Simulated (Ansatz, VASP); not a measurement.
# One calculation of CaGaC4N4, two programs

```
Ca Ga C N
1.0
     7.44018    0.00000    0.00000
     0.00000    7.44018    0.00000
     0.00000    0.00000    4.10167
Ca Ga C N
1 1 4 4
Direct
  0.00000 0.00000 0.00000
  0.50000 0.50000 0.00000
  0.20015 0.79985 0.00000
  0.79985 0.20015 0.00000
  0.20015 0.20015 0.00000
  0.79985 0.79985 0.00000
  0.31135 0.68865 0.00000
  0.68865 0.31135 0.00000
  0.31135 0.31135 0.00000
  0.68865 0.68865 0.00000
```

Alike in both runs: task single point; functional PBE; k mesh 4 × 4 × 4; occupations gaussian, width 0.1 eV; collinear spin.

|  | VASP | Ansatz |
| --- | --- | --- |
| version | VASP 6.6.1 | Ansatz 0.2.0 |
| potentials or method | VASP PAW PBE potentials, release 64 (Ca_sv, Ga_d, C, N), cutoff 520 eV | scalar-relativistic, plane waves, PAW |
| valence electrons in the cell | 59 | 59 |

```tsv
	VASP	Ansatz	Ansatz less VASP
gap on the k mesh at the Fermi level (eV)	none	none	-
pressure (GPa)	8.8	8.4	-0.42
traceless stress, the component that is largest in VASP (GPa)	-9.55	-9.06	+0.488
rms of the force components (eV/Å)	1.408	1.485	+0.0765
net moment per atom (μB)	0.04	0.04	0.000
size of the moment on the site where the two differ most (μB)	0.10	0.03	-0.070
```

Site moments also hang on the region over which each program counts them. Atom by atom the forces differ by 0.182 eV/Å (rms over components). A gap of «none» marks a metal or a gap that the smearing closes. Ansatz's warnings: seeded moment not kept.

The k mesh is coarse, so the values compare programs but aren't converged. Noted on VASP's run: the standard files for N, O and F lose accuracy on very short bonds.
